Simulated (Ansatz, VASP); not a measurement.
**PbF2 in VASP and in Ansatz**

The input INCAR:

```
PREC = Accurate ; ENCUT = 520
EDIFF = 1E-7 ; ISMEAR = 0
SIGMA = 0.05 ; LREAL = False
LASPH = True ; NELM = 80
ALGO = Normal ; ISIF = 2
LWAVE = False ; LCHARG = False
GGA = PE ; NBANDS = 21
```

File KPOINTS:

```
Automatic mesh
0
Gamma
  8 8 8
```

File POSCAR:

```
PbF2
1.0
    0.0000000000      3.4284413872      2.2284869017
    3.4284413872      0.0000000000      2.2284869017
    3.4284413872      3.4284413872      0.0000000000
Pb F
1 2
Direct
    0.0000000000      0.0000000000      0.0000000000
    0.2500000000      0.2500000000      0.2500000000
    0.7500000000      0.7500000000      0.7500000000
```

Input for Ansatz:

```yaml
crystal:
  lattice:
    - [0.0, 3.4284413872, 2.2284869017]
    - [3.4284413872, 0.0, 2.2284869017]
    - [3.4284413872, 3.4284413872, 0.0]
  atoms:
    - { symbol: Pb, position: [0.0, 0.0, 0.0] }
    - { symbol: F, position: [0.25, 0.25, 0.25] }
    - { symbol: F, position: [0.75, 0.75, 0.75] }
basis:
  ecutwfc: 420
kpoints:
  mp_grid: { grid: [8, 8, 8] }
hamiltonian:
  xc: pbe
scf:
  occupations: { method: gaussian, width: 0.05 }
output:
  forces: true
  stress: true
  eigenvalues: true
```

Alike in both runs: task single point; functional PBE; k mesh 8 × 8 × 8; occupations gaussian, width 0.05 eV; no spin polarisation.

|  | VASP | Ansatz |
| --- | --- | --- |
| version | VASP 6.6.1 | Ansatz 0.2.0 |
| potentials or method | VASP PAW PBE potentials, release 64 (Pb_d, F), cutoff 520 eV | scalar-relativistic, plane waves, PAW |
| valence electrons in the cell | 28 | 28 |

```tsv
	VASP	Ansatz	Ansatz less VASP
gap on the k mesh at the Fermi level (eV)	1.63	1.65	+0.017
least direct gap on the mesh (eV)	2.16	2.18	+0.017
pressure (GPa)	1.1	1.3	+0.22
traceless stress, the component that is largest in VASP (GPa)	25.01	25.04	+0.023
```

With one functional, cell and mesh, what is left measures potentials, basis and numerics.

Neither program's run includes spin-orbit coupling.
